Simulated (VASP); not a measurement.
# B2O (P-3m1) in VASP: a series of runs

B2O is run at these levels: PBEsol; tasks: relaxation of cell and atoms.

Program: VASP 6.6.1. These are calculated values, not measurements. Logs are shortened: lines on timing, memory, paths and dates and some standing lists are left out, and cuts for length are marked.

## Step 1: The cell of the first run

The structure is trigonal, space group P-3m1 (No. 164). Conventional cell: a = 2.879 Å, b = 2.879 Å, c = 7.052 Å, α = 90.00°, β = 90.00°, γ = 120.00°. Within 2.3 Å of B (site symmetry 3m) lie 1 B at 1.69 Å and 3 O at 1.74 Å. Within 2.3 Å of B (site symmetry 3m) lie 3 B at 1.69 Å and 1 O at 2.00 Å. O (site symmetry 3m) has 4 B at 1.74 to 2.00 Å within 2.3 Å.

## Step 2: Relaxation of cell and atoms, PBEsol

INCAR

```
  PREC = Accurate
  ENCUT = 600
  EDIFF = 1E-7
  ISMEAR = 0
  SIGMA = 0.1
  LREAL = False
  LASPH = True
  NELM = 60
  ALGO = Normal
  ISIF = 3
  LWAVE = False
  LCHARG = False
  GGA = PS
  IBRION = 2
  NSW = 100
  EDIFFG = -0.05
```

KPOINTS

```
regular mesh
0
Gamma
  12 12 4
```

POSCAR

```
B2O
1.0
    2.8790012395      0.0000000000      0.0000000000
   -1.4395006198      2.4932882109      0.0000000000
    0.0000000000      0.0000000000      7.0520000000
B O
4 2
Direct
    0.0000000000      0.0000000000      0.3800000000
    0.0000000000      0.0000000000      0.6200000000
    0.6666666667      0.3333333333      0.0230000000
    0.3333333333      0.6666666667      0.9770000000
    0.6666666667      0.3333333333      0.3060000000
    0.3333333333      0.6666666667      0.6940000000
```

Potentials or basis: VASP PAW PBE potentials, release 64 (B, O).

Launch:

```console
$ cat potpaw_PBE.64/B/POTCAR potpaw_PBE.64/O/POTCAR > POTCAR
$ mpirun -np 1 vasp_std > vasp.out
```

OUTCAR:

```text
PREC = Accurate
   ENCUT = 600
   EDIFF = 1E-7
   ISMEAR = 0
   LREAL = False
   LASPH = True
   NELM = 60
   ISIF = 3
   GGA = PS
   IBRION = 2
   NSW = 100
   EDIFFG = -0.05

 ion  position               nearest neighbor table
   1  0.000  0.000  0.380-   2 1.69   5 1.74   5 1.74   5 1.74
   2  0.000  0.000  0.620-   1 1.69   6 1.74   6 1.74   6 1.74
   3  0.667  0.333  0.023-   4 1.69   4 1.69   4 1.69   5 2.00
   4  0.333  0.667  0.977-   3 1.69   3 1.69   3 1.69   6 2.00
   5  0.667  0.333  0.306-   1 1.74   1 1.74   1 1.74   3 2.00
   6  0.333  0.667  0.694-   2 1.74   2 1.74   2 1.74   4 2.00

  LATTYP: Found a hexagonal cell.
 ALAT       =     2.8790012395
 C/A-ratio  =     2.4494605640

  Lattice vectors:

 A1 = (   2.8790012395,   0.0000000000,   0.0000000000)
 A2 = (  -1.4395006198,   2.4932882109,   0.0000000000)
 A3 = (   0.0000000000,   0.0000000000,   7.0520000000)

Analysis of symmetry for initial positions (statically):
=====================================================================
 Subroutine PRICEL returns:
 Original cell was already a primitive cell.

 Routine SETGRP: Setting up the symmetry group for a
 hexagonal supercell.

 Subroutine GETGRP returns: Found 12 space group operations
 (whereof 12 operations were pure point group operations)
 out of a pool of 24 trial point group operations.

The static configuration has the point symmetry D_3d.

Analysis of symmetry for dynamics (positions and initial velocities):
=====================================================================
 Subroutine PRICEL returns:
 Original cell was already a primitive cell.

 Routine SETGRP: Setting up the symmetry group for a
 hexagonal supercell.

 Subroutine GETGRP returns: Found 12 space group operations
 (whereof 12 operations were pure point group operations)
 out of a pool of 24 trial point group operations.

The dynamic configuration has the point symmetry D_3d.

 Subroutine INISYM returns: Found 12 space group operations
 (whereof 12 operations are pure point group operations),
 and found     1 'primitive' translations

----------------------------------------------------------------------------------------

                                     Primitive cell

  volume of cell :      50.6205

  direct lattice vectors                    reciprocal lattice vectors
     2.879001239  0.000000000  0.000000000     0.347342678  0.200538389  0.000000000
    -1.439500620  2.493288211  0.000000000     0.000000000  0.401076777  0.000000000
     0.000000000  0.000000000  7.052000000     0.000000000  0.000000000  0.141803744

  length of vectors
     2.879001239  2.879001239  7.052000000     0.401076777  0.401076777  0.141803744

  position of ions in fractional coordinates (direct lattice)
     0.000000000  0.000000000  0.380000000
     0.000000000  0.000000000  0.620000000
     0.666666667  0.333333333  0.023000000
     0.333333333  0.666666667  0.977000000
     0.666666667  0.333333333  0.306000000
     0.333333333  0.666666667  0.694000000

  ion indices of the primitive-cell ions
   primitive index   ion index
                 1           1
                 2           2
                 3           3
                 4           4
                 5           5
                 6           6

----------------------------------------------------------------------------------------

 KPOINTS: regular mesh

Automatic generation of k-mesh.
 Grid dimensions read from file:
 generate k-points for:   12   12    4

 Generating k-lattice:

  Cartesian coordinates                     Fractional coordinates (reciprocal lattice)
     0.028945223  0.016711532  0.000000000     0.083333333  0.000000000  0.000000000
     0.000000000  0.033423065  0.000000000     0.000000000  0.083333333  0.000000000
     0.000000000  0.000000000  0.035450936     0.000000000  0.000000000  0.250000000

  Length of vectors
     0.033423065  0.033423065  0.035450936

  Shift w.r.t. Gamma in fractional coordinates (k-lattice)
     0.000000000  0.000000000  0.000000000

 Subroutine IBZKPT returns following result:
 ===========================================

 Found     69 irreducible k-points:

 Following reciprocal coordinates:
            Coordinates               Weight
  0.000000  0.000000  0.000000      1.000000
  0.083333  0.000000  0.000000      6.000000
  0.166667  0.000000  0.000000      6.000000
  0.250000  0.000000  0.000000      6.000000
  0.333333  0.000000  0.000000      6.000000
  0.416667  0.000000  0.000000      6.000000
[... 16 lines left out ...]
  0.166667  0.000000  0.250000      6.000000
  0.000000  0.166667  0.250000      6.000000
 [... further k-points ...]
   k-points           NKPTS =     69   k-points in BZ     NKDIM =     69   number of bands    NBANDS=     16
   number of dos      NEDOS =    301   number of ions     NIONS =      6
   total plane-waves  NPLWV =  32256
   dimension x,y,z NGX =    24 NGY =   24 NGZ =   56
   dimension x,y,z NGXF=    48 NGYF=   48 NGZF=  112
   ions per type =               4   2
   NGX,Y,Z   is equivalent  to a cutoff of  13.86, 13.86, 13.20 a.u.
   NGXF,Y,Z  is equivalent  to a cutoff of  27.72, 27.72, 26.40 a.u.
 SYSTEM =  unknown system
   PREC   = accura    normal or accurate (medium, high low for compatibility)
   ISTART =      0    job   : 0-new  1-cont  2-samecut
   ICHARG =      2    charge: 1-file 2-atom 10-const
   ISPIN  =      1    spin polarized calculation?
   LNONCOLLINEAR =      F non collinear calculations
   LSORBIT =      F    spin-orbit coupling
   LASPH  =      T    aspherical Exc in radial PAW
   ENCUT  =  600.0 eV  44.10 Ry    6.64 a.u.   5.75  5.75 14.08*2*pi/ulx,y,z
   NELM   =     60;   NELMIN=  2; NELMDL= -5     # of ELM steps
   EDIFF  = 0.1E-06   stopping-criterion for ELM
   LREAL  =      F    real-space projection
   EDIFFG = -.5E-01   stopping-criterion for IOM
   NSW    =    100    number of steps for IOM
   IBRION =      2    ionic relax: 0-MD 1-quasi-New 2-CG
   NFREE  =      1    steps in history (QN), initial steepest desc. (CG)
   ISIF   =      3    stress and relaxation
   ISYM   =      2    0-nonsym 1-usesym 2-fastsym
   POTIM  = 0.5000    time-step for ionic-motion
   TEBEG  =    0.0;   TEEND  =   0.0 temperature during run
   PSTRESS=    0.0 pullay stress
   NELECT =      24.0000    total number of electrons
   NUPDOWN=      -1.0000    fix difference up-down
   EMIN   =  10.00;   EMAX   =-10.00  energy-range for DOS
   EFERMI =   0.00;   METHOD = LEGACY
   ISMEAR =     0;   SIGMA  =   0.10  broadening in eV -4-tet -1-fermi 0-gaus
   EFERMI_NEDOS =   21; number of points for ismear=-14 and -15
   IALGO  =     38    algorithm
   IMIX   =      4    mixing-type and parameters
     AMIX     =   0.40;   BMIX     =  1.00
     AMIX_MAG =   1.60;   BMIX_MAG =  1.00
  volume/ion in A,a.u.               =       8.44        56.93
  Fermi-wavevector in a.u.,A,eV,Ry     =   1.276546  2.412322 22.171631  1.629569
  Thomas-Fermi vector in A             =   2.409196
   LORBIT       =      0    0 simple, 1 ext, 2 COOP (PROOUT), +10 PAW based schemes
   GGA     = PS    functional components
   LHFCALC =     F    Hartree Fock is set to
   AEXX    =    0.0000 exact exchange contribution
   IVDW    =     0    specifies the selected vdW correction
   LEPSILON=     F    determine dielectric tensor
   LRPA    =     F    only Hartree local field effects (RPA)
 conjugate gradient relaxation of ions
 non-spin polarized calculation
 Gauss-broadening in eV      SIGMA  =   0.10
  energy-cutoff  :      600.00
  volume of cell :       50.62
 maximum number of plane-waves:      1724
 NGX is ok and might be reduce to    24
   NGX = 11   NGY = 11   NGZ = 29

--------------------------------------- Ionic step        1  -------------------------------------------

 number of electron      23.9999998 magnetization

 Free energy of the ion-electron system (eV)
  ---------------------------------------------------
  ext. energy  EPLUGINS =         0.00000000
  ---------------------------------------------------
  free energy    TOTEN  =       -39.60155649 eV

  energy without entropy =      -39.59010154  energy(sigma->0) =      -39.59582902

------------------------ aborting loop because EDIFF is reached ----------------------------------------

  FORCE on cell =-STRESS in cart. coord.  units (eV):
  Direction    XX          YY          ZZ          XY          YZ          ZX
  --------------------------------------------------------------------------------------
  -------------------------------------------------------------------------------------
  Total      -10.1838941    -10.1838941     -1.3778631      0.0000000      0.0000000      0.0000000
  in kB     -322.3278408   -322.3278408    -43.6103952      0.0000000      0.0000000      0.0000000
  external PRESSURE =    -229.4220256 kB  Pullay stress =       0.0000000 kB
[... 101 lines left out ...]
  FREE ENERGIE OF THE ION-ELECTRON SYSTEM (eV)
  ---------------------------------------------------
  free  energy   TOTEN  =       -40.4467377618 eV

  energy  without entropy=      -40.4385400770  energy(sigma->0) =      -40.44263892

[... ionic steps 4 to 27 ...]

--------------------------------------- Ionic step       28  -------------------------------------------

 number of electron      24.0000011 magnetization

------------------------ aborting loop because EDIFF is reached ----------------------------------------
[... 75 lines left out ...]
--------------------------------------- Ionic step       30  -------------------------------------------

 number of electron      24.0000013 magnetization

 Free energy of the ion-electron system (eV)
  ---------------------------------------------------
  ext. energy  EPLUGINS =         0.00000000
  ---------------------------------------------------
  free energy    TOTEN  =       -41.45981004 eV

  energy without entropy =      -41.45748068  energy(sigma->0) =      -41.45864536

 E-fermi :   5.4053     XC(G=0): -10.8760

 val. band max:        5.2968230114   @ k =   0.5000   0.0000   0.5000
 cond. band min:       5.4664812550   @ k =   0.4167   0.0000   0.0000
 fundamental gap:      0.1696582436
 Fermi energy:         5.4053013486

 k-point     1 :       0.0000    0.0000    0.0000
  band No.  band energies     occupation
      1     -19.5890      2.00000
      2     -19.0229      2.00000
      3      -7.8275      2.00000
      4      -6.4024      2.00000
      5      -2.4097      2.00000
      6      -1.0531      2.00000
[... 433 lines left out ...]
      3      -7.1764      2.00000
      4      -5.8886      2.00000
      5      -3.0832      2.00000
      6      -2.8046      2.00000
[... 8 lines left out ...]
     15       9.4153      0.00000
     16      10.8320      0.00000

 [... further k-points ...]

------------------------ aborting loop because EDIFF is reached ----------------------------------------

  FORCE on cell =-STRESS in cart. coord.  units (eV):
  Direction    XX          YY          ZZ          XY          YZ          ZX
  --------------------------------------------------------------------------------------
  -------------------------------------------------------------------------------------
  Total        0.0193796      0.0193796      0.0504481     -0.0000000      0.0000000      0.0000000
  in kB        0.6121238      0.6121238      1.5934551     -0.0000000      0.0000000      0.0000000
  external PRESSURE =       0.9392343 kB  Pullay stress =       0.0000000 kB
[... 21 lines left out ...]
  FREE ENERGIE OF THE ION-ELECTRON SYSTEM (eV)
  ---------------------------------------------------
  free  energy   TOTEN  =       -41.4598100421 eV

  energy  without entropy=      -41.4574806807  energy(sigma->0) =      -41.45864536

 reached required accuracy - stopping structural energy minimisation
```

It took 13 min on 1 thread of AMD EPYC 9R45 (Zen 5), shared host; peak memory 0.18 GiB.

Results:

| Property | Result |
| --- | --- |
| Free energy | -41.4598 eV |
| Relaxed volume | 8.45 Å³/atom |
| Relaxed cell | a = 2.535 Å, b = 2.535 Å, c = 9.111 Å, α = 90.00°, β = 90.00°, γ = 120.00° |
| Space group after relaxing (to 0.1 Å) | P-3m1 (No. 164) |
| Energy gained by relaxing | 309.7 meV/atom |
| Ionic steps | 30 |
| Pressure after relaxing | 0.1 GPa |
| Largest force after relaxing | 0.048 eV/Å |
| Band gap on the k mesh | zero (bands 12 and 13 overlap by 4.11 eV) |

Forces in eV/Å, atoms in the order of the input:
```
B    0.000  0.000 -0.048
B    0.000  0.000  0.048
B    0.000  0.000 -0.039
B    0.000  0.000  0.039
O    0.000  0.000 -0.022
O    0.000  0.000  0.022
```

Step by step:
```tsv
step	energy change (eV)	largest force (eV/Å)	pressure (GPa)	volume (Å³)
1	0.0000	0.1543	-22.94	50.62
2	-0.8314	1.1984	10.22	42.20
3	-0.8452	1.0248	5.42	43.00
4	-1.0634	0.5594	2.36	43.13
5	-1.1446	0.7959	-1.27	43.20
6	-1.1801	0.7933	1.83	42.83
7	-1.1838	0.7006	1.08	42.91
8	-1.2375	0.7578	3.10	42.91
9	-1.3349	0.8853	7.95	42.88
10	-1.3675	1.2109	18.99	42.71
11	-1.3941	1.1143	14.62	42.78
12	-1.4076	1.0460	14.75	42.87
13	-1.4433	0.8342	15.21	43.14
14	-1.4801	0.8058	16.41	43.66
15	-1.5191	0.7304	14.67	43.99
16	-1.6143	0.7324	9.72	44.99
17	-1.7140	0.9209	0.94	47.01
18	-1.7226	0.9948	-2.05	47.80
19	-1.7474	0.8511	-1.53	47.91
20	-1.7911	0.4179	0.27	48.23
21	-1.7954	0.5368	1.10	48.37
22	-1.8103	0.3092	1.56	48.58
23	-1.8238	0.5767	2.63	49.07
24	-1.8337	0.5085	2.12	49.38
25	-1.8529	0.2947	0.69	50.33
26	-1.8248	0.2675	-1.79	52.25
27	-1.8554	0.2429	0.10	50.76
28	-1.8576	0.1021	0.10	50.73
29	-1.8579	0.0822	0.10	50.71
30	-1.8583	0.0482	0.09	50.72
```

Final structure:
```
CELL_PARAMETERS angstrom
2.53547 0.00000 0.00000
-1.26774 2.19578 0.00000
0.00000 0.00000 9.11103
ATOMIC_POSITIONS crystal
B 0.00000 0.00000 0.40464
B 0.00000 0.00000 0.59536
B 0.66667 0.33333 0.03260
B 0.33333 0.66667 0.96740
O 0.66667 0.33333 0.34453
O 0.33333 0.66667 0.65547
```

Levels at points of the mesh, in eV from the Fermi level:
| k point | band 8 | band 9 | band 10 | band 11 | band 12 | band 13 | band 14 | band 15 | band 16 |
| --- | --- | --- | --- | --- | --- | --- | --- | --- | --- |
| (0.00, 0.00, 0.00) | -6.36 | -6.36 | -4.53 | -2.70 | 3.38 | 3.72 | 3.94 | 4.92 | 5.50 |
| (0.50, 0.00, 0.00) | -7.62 | -7.10 | -6.99 | -3.88 | -0.11 | 0.66 | 1.42 | 2.98 | 4.21 |
| (0.00, 0.00, 0.50) | -6.36 | -6.36 | -5.32 | -2.03 | 2.85 | 3.72 | 3.72 | 4.56 | 4.58 |
| (0.50, 0.00, 0.50) | -7.56 | -7.15 | -7.05 | -3.83 | -0.11 | 0.48 | 1.91 | 2.53 | 4.29 |

Caveat: a cell axis changed by over 15 % at a fixed basis, so the end point is rough; the PAW data sets were made with another functional, which shifts forces and pressure a little; the relaxation stopped at a loose force limit of 0.05 eV/Å, so its end isn't a converged minimum.

## Step 3: Relaxation of cell and atoms, PBEsol

This run uses another cell than the first one, of 9.14 Å³/atom.

INCAR

```
SYSTEM = B2O
PREC = Accurate
ENCUT = 600
EDIFF = 1E-6
ISMEAR = 0
SIGMA = 0.1
LREAL = .False.
LASPH = .True.
NELM = 80
ALGO = Normal
ISIF = 3
LWAVE = .False.
LCHARG = .False.
GGA = PS
IBRION = 2
NSW = 100
EDIFFG = -0.005
```

KPOINTS

```
Automatic mesh
0
Gamma
  18 18 4
  0 0 0
```

POSCAR

```
B2O
1.0
    2.5301507983      0.0000000000      0.0000000000
   -1.2650753992      2.1911748667      0.0000000000
    0.0000000000      0.0000000000      9.8953990399
B O
4 2
Direct
    0.0000000000      0.0000000000      0.4116987770
    0.0000000000      0.0000000000      0.5883012230
    0.6666666667      0.3333333333      0.0301344010
    0.3333333333      0.6666666667      0.9698655990
    0.6666666667      0.3333333333      0.3557476765
    0.3333333333      0.6666666667      0.6442523235
```

Potentials or basis: VASP PAW PBE potentials, release 64 (B, O).

Launch:

```console
$ cat potpaw_PBE.64/B/POTCAR potpaw_PBE.64/O/POTCAR > POTCAR
$ mpirun -np 1 vasp_std > vasp.out
```

Run time: 15 min. Hardware: 1 thread of AMD EPYC 9R45 (Zen 5), shared host; peak memory 0.23 GiB.

It converged, with:

| Quantity | Value |
| --- | --- |
| Free energy | -41.5472 eV |
| Relaxed volume | 9.22 Å³/atom |
| Relaxed cell | a = 2.525 Å, b = 2.525 Å, c = 10.022 Å, α = 90.00°, β = 90.00°, γ = 120.00° |
| Space group after relaxing (to 0.1 Å) | P-3m1 (No. 164) |
| Energy gained by relaxing | 0.4 meV/atom |
| Ionic steps | 31 |
| Pressure after relaxing | 0.0 GPa |
| Largest force after relaxing | 0.003 eV/Å |
| Band gap on the k mesh | zero (bands 12 and 13 overlap by 3.46 eV) |

Forces on the atoms (eV/Å):
```
B    0.000  0.000  0.001
B    0.000  0.000 -0.001
B    0.000  0.000 -0.003
B    0.000  0.000  0.003
O    0.000  0.000  0.003
O    0.000  0.000 -0.003
```

Step by step:
| step | energy change (eV) | largest force (eV/Å) | pressure (GPa) | volume (Å³) |
| --- | --- | --- | --- | --- |
| 1 | 0.0000 | 0.1577 | 0.69 | 54.86 |
| 2 | -0.0006 | 0.0407 | -0.94 | 55.17 |
| 3 | -0.0011 | 0.0427 | -0.28 | 55.05 |
| 4 | -0.0016 | 0.0290 | -0.15 | 54.97 |
| 5 | -0.0020 | 0.0277 | 0.11 | 54.83 |
| 6 | -0.0020 | 0.0332 | 0.12 | 54.80 |
| 7 | -0.0019 | 0.0811 | -0.08 | 54.82 |
| 8 | -0.0021 | 0.0167 | 0.04 | 54.81 |
| 9 | -0.0021 | 0.0118 | -0.03 | 54.84 |
| 10 | -0.0021 | 0.0102 | -0.01 | 54.84 |
| 11 | -0.0021 | 0.0096 | -0.02 | 54.83 |
| 12 | -0.0021 | 0.0073 | 0.00 | 54.82 |
| 13 | -0.0021 | 0.0091 | 0.01 | 54.83 |
| 14 | -0.0021 | 0.0097 | -0.01 | 54.83 |
| 15 | -0.0021 | 0.0098 | 0.05 | 54.83 |
| 16 | -0.0021 | 0.0139 | 0.10 | 54.84 |
| 17 | -0.0021 | 0.0125 | 0.11 | 54.84 |
| 18 | -0.0022 | 0.0083 | 0.11 | 54.86 |
| 19 | -0.0022 | 0.0059 | 0.11 | 54.89 |
| 20 | -0.0022 | 0.0168 | 0.12 | 54.95 |
| 21 | -0.0022 | 0.0510 | 0.13 | 55.06 |
| 22 | -0.0022 | 0.0402 | 0.13 | 55.03 |
| 23 | -0.0022 | 0.0386 | 0.12 | 55.04 |
| 24 | -0.0023 | 0.0337 | 0.11 | 55.07 |
| 25 | -0.0023 | 0.0237 | 0.07 | 55.14 |
| 26 | -0.0023 | 0.0135 | 0.01 | 55.28 |
| 27 | -0.0023 | 0.0121 | 0.01 | 55.29 |
| 28 | -0.0023 | 0.0075 | 0.02 | 55.30 |
| 29 | -0.0023 | 0.0157 | 0.04 | 55.33 |
| 30 | -0.0023 | 0.0092 | 0.03 | 55.32 |
| 31 | -0.0023 | 0.0032 | 0.02 | 55.33 |

Final structure:
```xyz
6
Lattice="2.5248 0.0000 0.0000 -1.2624 2.1865 0.0000 0.0000 0.0000 10.0224" Properties=species:S:1:pos:R:3 pbc="T T T"
B     2.5248    0.0000    4.1360
B    -1.2624    2.1865    5.8865
B     1.2624    0.7288    0.3154
B     0.0000    1.4577    9.7070
O     1.2624    0.7288    3.5812
O     0.0000    1.4577    6.4412
```

Levels at points of the mesh, in eV from the Fermi level:
| k point | band 9 | band 10 | band 11 | band 12 | band 13 | band 14 | band 15 | band 16 |
| --- | --- | --- | --- | --- | --- | --- | --- | --- |
| (0.00, 0.00, 0.00) | -5.98 | -4.94 | -2.43 | 2.51 | 3.89 | 3.89 | 4.29 | 5.16 |
| (0.50, 0.00, 0.00) | -6.78 | -6.77 | -3.52 | 0.02 | 0.56 | 1.84 | 2.69 | 4.61 |
| (0.00, 0.00, 0.50) | -5.98 | -5.24 | -2.12 | 2.20 | 3.89 | 3.89 | 4.64 | 4.94 |
| (0.50, 0.00, 0.50) | -6.79 | -6.77 | -3.50 | 0.02 | 0.52 | 2.10 | 2.43 | 4.64 |

Caveat: the PAW data sets were made with another functional, which shifts forces and pressure a little; this functional lacks dispersion, which binds layers or chains, so the pressure and a relaxed spacing across them are unreliable.

The gap in the log of VASP goes by the Fermi energy; the results here count the filled bands.